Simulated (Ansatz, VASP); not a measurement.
**Au: VASP beside Ansatz**

```
Au
1.0
     2.94350    0.00000    0.00000
    -1.47175    2.54914    0.00000
     0.00000    0.00000    4.95320
Au
2
Direct
  0.33333 0.66667 0.75000
  0.66667 0.33333 0.25000
```

Change from the starting cell: strain +0.015 along x and y, +0.015 along z, atoms carried along.

Alike in both runs: task single point; functional r2SCAN; k mesh 18 × 18 × 10; occupations gaussian, width 0.15 eV; no spin polarisation.

|  | VASP | Ansatz |
| --- | --- | --- |
| version | VASP 6.6.1 | Ansatz 0.2.0 |
| potentials or method | VASP PAW PBE potentials, release 64 (Au), cutoff 520 eV | scalar-relativistic, plane waves, PAW |
| valence electrons in the cell | 22 | 38 |

|  | VASP | Ansatz | Ansatz less VASP |
| --- | --- | --- | --- |
| gap on the k mesh at the Fermi level (eV) | none | none | - |
| pressure (GPa) | -6.9 | -7.1 | -0.16 |
| traceless stress, the component that is largest in VASP (GPa) | 0.32 | 0.34 | +0.025 |

VASP's potentials were made for PBE, not for r2SCAN. A gap of «none» marks a metal or a gap that the smearing closes. VASP's potentials hold 22 valence electrons a cell and Ansatz's 38, so a difference there can come from the potentials and not from the codes.

Neither program's run includes spin-orbit coupling.
